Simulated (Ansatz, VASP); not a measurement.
# Two plane-wave programs on Si2W

INCAR

```
SYSTEM = Si2W
PREC     = Accurate       ! precision mode
ENCUT    = 520            ! plane-wave cutoff, eV
EDIFF    = 1E-7           ! SCF threshold, eV
ISMEAR   = 0              ! smearing method
SIGMA    = 0.03           ! smearing width, eV
LREAL    = .False.        ! projectors in reciprocal space
LASPH    = .True.         ! aspherical terms in the spheres
NELM     = 60             ! most SCF steps
ALGO     = Normal         ! electronic algorithm
ISIF     = 2              ! what is computed and relaxed
LWAVE    = .False.        ! write WAVECAR
LCHARG   = .False.        ! write CHGCAR
GGA      = PE             ! functional
NBANDS   = 43             ! bands
```

Contents of KPOINTS:

```
regular mesh
0
Gamma
  9 9 6
  0 0 0
```

Contents of POSCAR:

```
Si2W
1.0
    4.6392971011      0.0000000000      0.0000000000
   -2.3196485506      4.0177491452      0.0000000000
    0.0000000000      0.0000000000      6.5757397110
Si W
6 3
Direct
    0.8175753463      0.6351506926      0.5000000000
    0.1824246537      0.8175753463      0.8333333333
    0.6351506926      0.8175753463      0.1666666667
    0.1824246537      0.3648493074      0.5000000000
    0.8175753463      0.1824246537      0.8333333333
    0.3648493074      0.1824246537      0.1666666667
    0.0000000000      0.5000000000      0.1666666667
    0.5000000000      0.5000000000      0.8333333333
    0.5000000000      0.0000000000      0.5000000000
```

Input for Ansatz:

```yaml
crystal:
  lattice:
    - [4.6392971011, 0.0, 0.0]
    - [-2.3196485506, 4.0177491452, 0.0]
    - [0.0, 0.0, 6.575739711]
  atoms:
    - { symbol: Si, position: [0.8175753463, 0.6351506926, 0.5] }
    - { symbol: Si, position: [0.1824246537, 0.8175753463, 0.8333333333] }
    - { symbol: Si, position: [0.6351506926, 0.8175753463, 0.1666666667] }
    - { symbol: Si, position: [0.1824246537, 0.3648493074, 0.5] }
    - { symbol: Si, position: [0.8175753463, 0.1824246537, 0.8333333333] }
    - { symbol: Si, position: [0.3648493074, 0.1824246537, 0.1666666667] }
    - { symbol: W, position: [0.0, 0.5, 0.1666666667] }
    - { symbol: W, position: [0.5, 0.5, 0.8333333333] }
    - { symbol: W, position: [0.5, 0.0, 0.5] }
basis:
  ecutwfc: 420
kpoints:
  mp_grid: { grid: [9, 9, 6] }
hamiltonian:
  xc: pbe
  pseudopotentials: { kind: paw, azcp: { folder: soft_1 } }
scf:
  occupations: { method: gaussian, width: 0.03 }
output:
  forces: true
  stress: true
  eigenvalues: true
```

Alike in both runs: task single point; functional PBE; k mesh 9 × 9 × 6; occupations gaussian, width 0.03 eV; no spin polarisation.

|  | VASP | Ansatz |
| --- | --- | --- |
| version | VASP 6.6.1 | Ansatz 0.2.0 |
| potentials or method | VASP PAW PBE potentials, release 64 (Si, W_sv), cutoff 520 eV | scalar-relativistic, plane waves, PAW |
| valence electrons in the cell | 66 | 66 |

Ansatz gave:

```
gap on the k mesh at the Fermi level (eV)                     : 0.35
least direct gap on the mesh (eV)                             : 0.62
pressure (GPa)                                                : 4.2
traceless stress, the component that is largest in VASP (GPa) : 2.77
rms of the force components (eV/Å)                            : 1.026
```

Problem. Estimate VASP's values.

Solution. gap on the k mesh at the Fermi level (eV): 0.35; least direct gap on the mesh (eV): 0.62; pressure (GPa): 4.3; traceless stress, the component that is largest in VASP (GPa): 2.79; rms of the force components (eV/Å): 1.027.

Atom by atom the forces differ by 0.001 eV/Å (rms over components).

Spin-orbit coupling is off throughout.
